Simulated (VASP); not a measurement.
## Se: single point with BLYP

Crystal: Se.

```
CELL_PARAMETERS angstrom
-1.78346 1.78346 1.78346
1.78346 -1.78346 1.78346
1.78346 1.78346 -1.78346
ATOMIC_POSITIONS crystal
Se 0.00000 0.00000 0.00000
```

```
Program                : VASP 6.6.1
Task                   : single point
Functional             : BLYP
Potentials or basis    : VASP PAW PBE potentials, release 64 (Se)
Cutoff                 : 520 eV
k mesh                 : 14 × 14 × 14
Occupations            : fermi-dirac, width 0.1 eV
Spin                   : no spin polarisation
Dipole correction      : no
Further INCAR settings : ALGO = Normal; EDIFF = 1e-06; NBANDS = 9
```

```
Pressure               : 0.3 GPa
Band gap on the k mesh : zero (band 3 reaches 6.98 eV, above the bottom of band 4 at 1.83 eV)
```

Levels at points of the mesh, in eV from the Fermi level:
```
           k point  band 1  band 2  band 3  band 4  band 5  band 6
(0.00, 0.00, 0.00)  -15.14    2.40    2.40    2.40   10.20   12.29
(0.50, 0.00, 0.00)  -12.43   -5.61   -0.03    1.81    7.20    8.71
(0.50, 0.50, 0.50)  -10.63   -2.75   -2.75   -2.75    4.99    4.99
```

It took 8.3 s on 1 thread of Intel(R) Xeon(R) 6975P-C (Granite Rapids), on a shared host, peak memory 0.14 GiB.

Caveat: the PAW data sets were made with another functional, which shifts forces and pressure a little.
